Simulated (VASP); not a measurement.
Here is a VASP 6.6.1 calculation.

The input INCAR:

```
PREC = Accurate
ENCUT = 600
EDIFF = 1E-6
ISMEAR = -1
SIGMA = 0.1
LREAL = False
LASPH = True
NELM = 200
ALGO = Normal
ISIF = 2
LWAVE = False
LCHARG = True
ISPIN = 2
MAGMOM = 2
LORBIT = 11
LMAXMIX = 4
GGA = B5
ALDAX = 1.0
AGGAX = 1.0
AGGAC = 1.0
ALDAC = 0.0
IVDW = 12
VDW_S6 = 1.0
VDW_S8 = 2.6996
VDW_A1 = 0.4298
VDW_A2 = 4.2359
LELF = True
LVHAR = True
NBANDS = 15
GGA_COMPAT = False
```

The input KPOINTS:

```
Automatic mesh
0
Gamma
  15 15 15
```

The input POSCAR:

```
Ni
1.0
   -1.3851045133      1.3851045133      1.3851045133
    1.3851045133     -1.3851045133      1.3851045133
    1.3851045133      1.3851045133     -1.3851045133
Ni
1
Direct
    0.0000000000      0.0000000000      0.0000000000
```

Potentials or basis: VASP PAW PBE potentials, release 64 (Ni).

Run with:

```console
$ cat potpaw_PBE.64/Ni/POTCAR > POTCAR
$ mpirun -np 1 vasp_std > vasp.out
```

Question: Predict the pressure.

Answer: -0.3 GPa.

Question: Predict the site moments.

Answer: Ni +0.40 μB.

Caveat: the PAW data sets were made with another functional, which shifts forces and pressure a little.
